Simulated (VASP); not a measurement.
# Al3NiPd2 (P4/mmm) in VASP: single point with PBE

Aim: the single point of Al3NiPd2 with PBE.

Everything below comes from runs of VASP 6.6.1. Logs are shortened: lines on timing, memory, paths and dates and some standing lists are left out, and cuts for length are marked.

## Step 1: The cell of the first run

It takes space group P4/mmm (No. 123, tetragonal). Conventional cell: a = 2.994 Å, b = 2.994 Å, c = 9.209 Å, α = 90.00°, β = 90.00°, γ = 90.00°. Within 3.3 Å of Al (site symmetry 4mm) lie 4 Ni at 2.53 Å and 4 Pd at 2.66 Å and 6 Al at 2.78 to 3.21 Å. Within 3.5 Å of Al (site symmetry 4/mmm) lie 8 Pd at 2.66 Å and 6 Al at 2.99 to 3.21 Å. Within 3.3 Å of Ni (site symmetry 4/mmm) lie 8 Al at 2.53 Å and 4 Ni at 2.99 Å and 2 Pd at 3.00 Å. Pd (site symmetry 4mm) has 8 Al at 2.66 Å and 5 Pd at 2.99 to 3.21 Å and 1 Ni at 3.00 Å within 3.5 Å.

## Step 2: Single point, PBE

Input file POSCAR:

```
Al3NiPd2
1.0
    2.9940127652      0.0000000000      0.0000000000
    0.0000000000      2.9940127652      0.0000000000
    0.0000000000      0.0000000000      9.2093034938
Al Ni Pd
3 1 2
Direct
    0.0000000000      0.0000000000      0.8489878095
    0.0000000000      0.0000000000      0.1510121905
    0.0000000000      0.0000000000      0.5000000000
    0.5000000000      0.5000000000      0.0000000000
    0.5000000000      0.5000000000      0.3259288200
    0.5000000000      0.5000000000      0.6740711800
```

Input file INCAR.step1:

```
SYSTEM = Al3NiPd2
PREC     = Accurate       ! precision mode
ENCUT    = 520            ! plane-wave cutoff, eV
EDIFF    = 1E-6           ! SCF threshold, eV
ISMEAR   = 0              ! smearing method
SIGMA    = 0.1            ! smearing width, eV
LREAL    = .False.        ! projectors in reciprocal space
LASPH    = .True.         ! aspherical terms in the spheres
NELM     = 80             ! most SCF steps
ALGO     = Fast           ! electronic algorithm
ISIF     = 2              ! what is computed and relaxed
LWAVE    = .False.        ! write WAVECAR
LCHARG   = .True.         ! write CHGCAR
LMAXMIX  = 4              ! l up to which the mixer works
GGA      = PE             ! functional
NBANDS   = 28             ! bands
```

Input file KPOINTS.step1:

```
Automatic mesh
0
Gamma
  12 12 4
  0 0 0
```

Input file INCAR.step2:

```
SYSTEM = Al3NiPd2
PREC     = Accurate       ! precision mode
ENCUT    = 520            ! plane-wave cutoff, eV
EDIFF    = 1E-6           ! SCF threshold, eV
ISMEAR   = -5             ! smearing method
SIGMA    = 0.1            ! smearing width, eV
LREAL    = .False.        ! projectors in reciprocal space
LASPH    = .True.         ! aspherical terms in the spheres
NELM     = 80             ! most SCF steps
ALGO     = Fast           ! electronic algorithm
ISIF     = 2              ! what is computed and relaxed
LWAVE    = .False.        ! write WAVECAR
LCHARG   = .False.        ! write CHGCAR
LMAXMIX  = 4              ! l up to which the mixer works
GGA      = PE             ! functional
LORBIT   = 11             ! projections on sites
NBANDS   = 28             ! bands
NEDOS    = 1001           ! points of the DOS
ICHARG   = 11             ! starting density
```

Input file KPOINTS.step2:

```
Automatic mesh
0
Gamma
  18 18 6
  0 0 0
```

Potentials or basis: VASP PAW PBE potentials, release 64 (Al, Ni, Pd).

On the command line:

```console
cat potpaw_PBE.64/Al/POTCAR potpaw_PBE.64/Ni/POTCAR potpaw_PBE.64/Pd/POTCAR > POTCAR
cp INCAR.step1 INCAR
cp KPOINTS.step1 KPOINTS
mpirun -np 1 vasp_std > vasp.out
cp INCAR.step2 INCAR
cp KPOINTS.step2 KPOINTS
mpirun -np 1 vasp_std > vasp.out
```

OUTCAR:

```text
SYSTEM = Al3NiPd2
   PREC = Accurate
   ENCUT = 520
   EDIFF = 1E-6
   ISMEAR = -5
   LREAL = .False.
   LASPH = .True.
   NELM = 80
   ISIF = 2
   GGA = PE
   LORBIT = 11
   ICHARG = 11

 ion  position               nearest neighbor table
   1  0.000  0.000  0.849-   4 2.53   4 2.53   4 2.53   4 2.53   6 2.66   6 2.66   6 2.66   6 2.66
                             2 2.78   3 3.21
   2  0.000  0.000  0.151-   4 2.53   4 2.53   4 2.53   4 2.53   5 2.66   5 2.66   5 2.66   5 2.66
                             1 2.78   3 3.21
   3  0.000  0.000  0.500-   5 2.66   6 2.66   5 2.66   6 2.66   5 2.66   6 2.66   5 2.66   6 2.66
                             1 3.21   2 3.21
   4  0.500  0.500  0.000-   1 2.53   2 2.53   1 2.53   2 2.53   1 2.53   2 2.53   1 2.53   2 2.53
                             5 3.00   6 3.00
   5  0.500  0.500  0.326-   3 2.66   3 2.66   3 2.66   3 2.66   2 2.66   2 2.66   2 2.66   2 2.66
                             4 3.00   6 3.21
   6  0.500  0.500  0.674-   3 2.66   3 2.66   3 2.66   3 2.66   1 2.66   1 2.66   1 2.66   1 2.66
                             4 3.00   5 3.21

  LATTYP: Found a simple tetragonal cell.
 ALAT       =     2.9940127652
 C/A-ratio  =     3.0759065562

  Lattice vectors:

 A1 = (   2.9940127652,   0.0000000000,   0.0000000000)
 A2 = (   0.0000000000,   2.9940127652,   0.0000000000)
 A3 = (   0.0000000000,   0.0000000000,   9.2093034938)

Analysis of symmetry for initial positions (statically):
=====================================================================
 Subroutine PRICEL returns:
 Original cell was already a primitive cell.

 Routine SETGRP: Setting up the symmetry group for a
 simple tetragonal supercell.

 Subroutine GETGRP returns: Found 16 space group operations
 (whereof 16 operations were pure point group operations)
 out of a pool of 16 trial point group operations.

The static configuration has the point symmetry D_4h.

Analysis of symmetry for dynamics (positions and initial velocities):
=====================================================================
 Subroutine PRICEL returns:
 Original cell was already a primitive cell.

 Routine SETGRP: Setting up the symmetry group for a
 simple tetragonal supercell.

 Subroutine GETGRP returns: Found 16 space group operations
 (whereof 16 operations were pure point group operations)
 out of a pool of 16 trial point group operations.

The dynamic configuration has the point symmetry D_4h.

 Subroutine INISYM returns: Found 16 space group operations
 (whereof 16 operations are pure point group operations),
 and found     1 'primitive' translations
[... 121 lines left out ...]
   EFERMI_NEDOS =   21; number of points for ismear=-14 and -15
   IALGO  =     68    algorithm
   IMIX   =      4    mixing-type and parameters
     AMIX     =   0.40;   BMIX     =  1.00
     AMIX_MAG =   1.60;   BMIX_MAG =  1.00
  volume/ion in A,a.u.               =      13.76        92.85
  Fermi-wavevector in a.u.,A,eV,Ry     =   1.275024  2.409446 22.118802  1.625686
  Thomas-Fermi vector in A             =   2.407759
   LORBIT       =     11    0 simple, 1 ext, 2 COOP (PROOUT), +10 PAW based schemes
   GGA     = PE    functional components
   LHFCALC =     F    Hartree Fock is set to
   AEXX    =    0.0000 exact exchange contribution
   IVDW    =     0    specifies the selected vdW correction
   LEPSILON=     F    determine dielectric tensor
   LRPA    =     F    only Hartree local field effects (RPA)
 non-spin polarized calculation
 RMM-DIIS sequential band-by-band and
 Fermi weights with tetrahedron method with Bloechl corrections
  energy-cutoff  :      520.00
  volume of cell :       82.55
 maximum number of plane-waves:      2258
 NGX is ok and might be reduce to    24

 number of electron      38.9999984 magnetization

 Free energy of the ion-electron system (eV)
  ---------------------------------------------------
  ext. energy  EPLUGINS =         0.00000000
  ---------------------------------------------------
  free energy    TOTEN  =       -31.85711558 eV

  energy without entropy =      -31.85711558  energy(sigma->0) =      -31.85711558

 E-fermi :  10.1147     XC(G=0): -11.9583

 val. band max:       10.2040159959   @ k =   0.5000   0.5000   0.1667
 cond. band min:      10.0048193120   @ k =   0.1111   0.1111   0.0000
 fundamental gap:     -0.1991966839
 Fermi energy:        10.1146663015

 k-point     1 :       0.0000    0.0000    0.0000
  band No.  band energies     occupation
      1      -0.4928      2.00000
      2       1.2062      2.00000
      3       1.4879      2.00000
      4       4.8235      2.00000
      5       4.8496      2.00000
      6       5.1088      2.00000
[... 733 lines left out ...]
     27      17.1127      0.00000
     28      17.2161      0.00000

 [... further k-points ...]

------------------------ aborting loop because EDIFF is reached ----------------------------------------

  FORCE on cell =-STRESS in cart. coord.  units (eV):
  Direction    XX          YY          ZZ          XY          YZ          ZX
  --------------------------------------------------------------------------------------
  -------------------------------------------------------------------------------------
  Total       -0.3121908     -0.3121908     -0.3885135      0.0000000     -0.0000000      0.0000000
  in kB       -6.0589399     -6.0589399     -7.5401948      0.0000000     -0.0000000      0.0000000
  external PRESSURE =      -6.5526915 kB  Pullay stress =       0.0000000 kB

 VOLUME and BASIS-vectors are now :
 -----------------------------------------------------------------------------
  energy-cutoff  :      520.00
  volume of cell :       82.55
      direct lattice vectors                 reciprocal lattice vectors
     2.994012765  0.000000000  0.000000000     0.333999912  0.000000000  0.000000000
     0.000000000  2.994012765  0.000000000     0.000000000  0.333999912  0.000000000
     0.000000000  0.000000000  9.209303494     0.000000000  0.000000000  0.108585845

 POSITION                                       TOTAL-FORCE (eV/Angst)
 -----------------------------------------------------------------------------------
      0.00000      0.00000      7.81859        -0.000000     -0.000000      0.003893
      0.00000      0.00000      1.39072        -0.000000     -0.000000     -0.003893
      0.00000      0.00000      4.60465        -0.000000     -0.000000      0.000000
      1.49701      1.49701      0.00000        -0.000000     -0.000000      0.000000
      1.49701      1.49701      3.00158        -0.000000      0.000000     -0.010649
      1.49701      1.49701      6.20773         0.000000     -0.000000      0.010649
 -----------------------------------------------------------------------------------
    total drift:                                0.000000     -0.000000     -0.000000

  FREE ENERGIE OF THE ION-ELECTRON SYSTEM (eV)
  ---------------------------------------------------
  free  energy   TOTEN  =       -31.8571155760 eV

  energy  without entropy=      -31.8571155760  energy(sigma->0) =      -31.85711558

 total charge

# of ion       s       p       d       tot
------------------------------------------
    1        0.376   0.383   0.000   0.758
    2        0.376   0.383   0.000   0.758
    3        0.371   0.371   0.000   0.743
    4        0.457   0.474   8.459   9.390
    5        0.510   0.580   8.604   9.695
    6        0.510   0.580   8.604   9.695
--------------------------------------------------
tot          2.601   2.771  25.668  31.040
```

OUTCAR.step1:

```text
SYSTEM = Al3NiPd2
   PREC = Accurate
   ENCUT = 520
   EDIFF = 1E-6
   ISMEAR = 0
   LREAL = .False.
   LASPH = .True.
   NELM = 80
[... 988 lines left out ...]
      1.49701      1.49701      0.00000        -0.000000     -0.000000      0.000000
      1.49701      1.49701      3.00158        -0.000000     -0.000000      0.002479
      1.49701      1.49701      6.20773        -0.000000      0.000000     -0.002479
 -----------------------------------------------------------------------------------
    total drift:                                0.000000     -0.000000     -0.000000

  FREE ENERGIE OF THE ION-ELECTRON SYSTEM (eV)
  ---------------------------------------------------
  free  energy   TOTEN  =       -31.8611693005 eV

  energy  without entropy=      -31.8501662486  energy(sigma->0) =      -31.85566777
```

Wall time 7.9 min (1 thread of Intel Xeon Platinum 8259CL at 2.50GHz (Skylake/Cascade Lake), shared host); peak memory 0.56 GiB.

What came out:

```yaml
Valence_electrons_inside_the_program's_atomic_spheres: Al 0.76, 0.74 (each value once); Ni 9.39; Pd 9.70
```

Levels at points of the mesh, in eV from the Fermi level:
```
           k point  band 16  band 17  band 18  band 19  band 20  band 21  band 22  band 23
(0.00, 0.00, 0.00)    -1.76    -1.76    -1.53    -0.64    -0.34     4.31     4.91     4.91
(0.50, 0.00, 0.00)    -2.24    -2.15    -1.65    -1.07    -0.94    -0.77     3.09     3.33
(0.50, 0.50, 0.00)    -1.63    -1.05     0.55     0.55     1.02     1.02     1.38     1.60
(0.00, 0.00, 0.50)    -1.79    -1.79    -1.53    -1.00     1.41     2.44     5.37     5.37
(0.50, 0.00, 0.50)    -2.45    -2.15    -1.67    -1.48    -0.79    -0.79     1.87     2.41
(0.50, 0.50, 0.50)    -1.32    -1.05    -0.81    -0.81     1.52     1.68     1.95     2.24
```

Caveat: tetrahedron occupations give inexact forces and stress in metals. Spin polarisation is off, so any magnetic state and its effect on volume and gap are missing.
